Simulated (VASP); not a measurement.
Set up this calculation in VASP 6.6.1, as the native input.

| Property | Result |
| --- | --- |
| Task | single point |
| Functional | PBE |
| Potentials or basis | VASP PAW PBE potentials, release 64 (Ta_pv, Al) |
| Cutoff | 520 eV |
| k mesh | 6 × 6 × 6 |
| Occupations | gaussian, width 0.1 eV |
| Spin | no spin polarisation |
| Dipole correction | no |
| Further INCAR settings | ALGO = Fast; EDIFF = 1e-07; NBANDS = 26 |

The structure of TaAl2 lies in POSCAR:

```
TaAl2
1.0
   -3.0533770480      3.0533770480      2.5416345881
    3.0533770480     -3.0533770480      2.5416345881
    3.0533770480      3.0533770480     -2.5416345881
Ta Al
2 4
Direct
    0.2500000000      0.2500000000      0.0000000000
    0.7500000000      0.7500000000      0.0000000000
    0.6670000000      0.1670000000      0.8340000000
    0.1670000000      0.3330000000      0.5000000000
    0.3330000000      0.8330000000      0.1660000000
    0.8330000000      0.6670000000      0.5000000000
```

One way to write it, as run:

INCAR

```
ALGO = Fast
EDIFF = 1E-7
ENCUT = 520
GGA = PE
ISIF = 2
ISMEAR = 0
LASPH = T
LCHARG = T
LELF = T
LREAL = F
LVHAR = T
LWAVE = F
NBANDS = 26
NELM = 100
PREC = Accurate
SIGMA = 0.1
```

KPOINTS

```
k-points
0
Gamma
  6 6 6
```

Potentials or basis: VASP PAW PBE potentials, release 64 (Ta_pv, Al).

Run with:

```sh
$ cat potpaw_PBE.64/Ta_pv/POTCAR potpaw_PBE.64/Al/POTCAR > POTCAR
$ mpirun -np 1 vasp_std > vasp.out
```

Results of the run:

The pressure is 30.6 GPa and the largest force is 0.252 eV/Å. The band gap on the k mesh is zero (bands 17 and 18 overlap by 0.67 eV).

Caveat: the cell stands under pressure; spin-orbit coupling is left out, which moves the levels of the heavy elements.

It took 100 s on 1 thread of Intel(R) Xeon(R) Platinum 8259CL CPU @ 2.50GHz (Skylake/Cascade Lake) (shared host), peak memory 0.26 GiB.
